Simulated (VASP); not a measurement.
A run of VASP 6.6.1 is set up as follows.

The input INCAR:

```
PREC = Accurate ; ENCUT = 520
EDIFF = 1E-7 ; ISMEAR = 0
SIGMA = 0.01 ; LREAL = False
LASPH = True ; NELM = 60
ALGO = Normal ; ISIF = 2
LWAVE = False ; LCHARG = True
GGA = PE ; LELF = True
LVHAR = True ; NBANDS = 18
```

File KPOINTS:

```
Automatic mesh
0
Gamma
  6 6 6
```

The input POSCAR:

```
HfO2
1.0
    0.0000000000      2.5038904961      2.5386094059
    2.5038904961      0.0000000000      2.5386094059
    2.5038904961      2.5038904961      0.0000000000
Hf O
1 2
Direct
    0.0000000000      0.0000000000      0.0000000000
    0.2500000000      0.2500000000      0.2500000000
    0.7500000000      0.7500000000      0.7500000000
```

Potentials or basis: VASP PAW PBE potentials, release 64 (Hf_pv, O).

Run with:

```bash
$ cat potpaw_PBE.64/Hf_pv/POTCAR potpaw_PBE.64/O/POTCAR > POTCAR
$ mpirun -np 1 vasp_std > vasp.out
```

Problem. Predict the band gap on the k mesh.

Solution. 3.80 eV, indirect (least direct gap 3.80 eV).

Problem. Estimate the pressure.

Solution. 6.6 GPa.

Stress tensor (GPa, compression positive):
```
8.79 0.00 0.00
0.00 8.79 0.00
0.00 0.00 2.14
```

Caveat: the cell differs from its parent crystal (epitaxial xy strain -1.0%); spin-orbit coupling is left out, which moves the levels of the heavy elements. A k mesh can miss the band edges.
